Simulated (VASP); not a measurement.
Input of a VASP 6.6.1 run:

Contents of INCAR:

```
ALGO = Normal
EDIFF = 1E-6
ENCUT = 600
GGA = PS
GGA_COMPAT = False
ISIF = 2
ISMEAR = 0
LASPH = True
LCHARG = False
LREAL = False
LWAVE = False
NBANDS = 86
NELM = 120
PREC = Accurate
SIGMA = 0.1
```

File KPOINTS:

```
k-points
0
Gamma
  4 4 2
```

File POSCAR:

```
ZnIn3Cu4Se8
1.0
    2.8729037000      2.8729037000     -5.7727203400
    2.8729037000      2.8729037000      5.7727203400
    5.7458074000     -5.7458074000      0.0000000000
Zn In Cu Se
1 3 4 8
Direct
    0.5000000000      0.5000000000      0.0000000000
    0.0000000000      0.0000000000      0.5000000000
    0.0000000000      0.5000000000      0.2500000000
    0.5000000000      0.0000000000      0.7500000000
    0.0000000000      0.0000000000      0.0000000000
    0.5000000000      0.5000000000      0.5000000000
    0.0000000000      0.5000000000      0.7500000000
    0.5000000000      0.0000000000      0.2500000000
    0.1136900000      0.3636900000      0.9886900000
    0.6136900000      0.8636900000      0.4886900000
    0.6363100000      0.3863100000      0.7386900000
    0.1363100000      0.8863100000      0.2386900000
    0.6363100000      0.8863100000      0.0113100000
    0.1363100000      0.3863100000      0.5113100000
    0.6136900000      0.3636900000      0.2613100000
    0.1136900000      0.8636900000      0.7613100000
```

Potentials or basis: VASP PAW PBE potentials, release 64 (Zn, In_d, Cu, Se).

The run is started by

```sh
$ cat potpaw_PBE.64/Zn/POTCAR potpaw_PBE.64/In_d/POTCAR potpaw_PBE.64/Cu/POTCAR potpaw_PBE.64/Se/POTCAR > POTCAR
$ mpirun -np 1 vasp_std > vasp.out
```

**Question.** What does it give for the largest force?

**Answer.** 0.736 eV/Å.

**Question.** What does it give for the band gap on the k mesh?

**Answer.** Zero (an odd number of electrons rules out a gap without spin polarisation).

Forces in eV/Å, atoms in the order of the input:
```
Zn   0.000  0.000  0.028
In   0.000  0.000  0.027
In  -0.372 -0.018  0.014
In   0.372  0.018  0.014
Cu   0.000  0.000  0.168
Cu   0.000  0.000 -0.167
Cu  -0.038 -0.156  0.005
Cu   0.038  0.156  0.005
Se   0.046  0.524 -0.515
Se  -0.714 -0.033 -0.063
Se   0.479  0.042  0.539
Se   0.065  0.647 -0.008
Se  -0.046 -0.524 -0.515
Se   0.714  0.033 -0.063
Se  -0.479 -0.042  0.539
Se  -0.065 -0.647 -0.008
```

Caveat: the k points lie up to 0.39 Å⁻¹ apart, too coarse for converged energies and pressures of a metal; the PAW data sets were made with another functional, which shifts forces and pressure a little; spin-orbit coupling is left out, which moves the levels of the heavy elements; an odd number of electrons without spin polarisation forces a metal; a magnetic or distorted state may lie lower. With open d or f shells a metallic result of PBEsol can be an artefact of self-interaction; +U or a hybrid may open a gap.
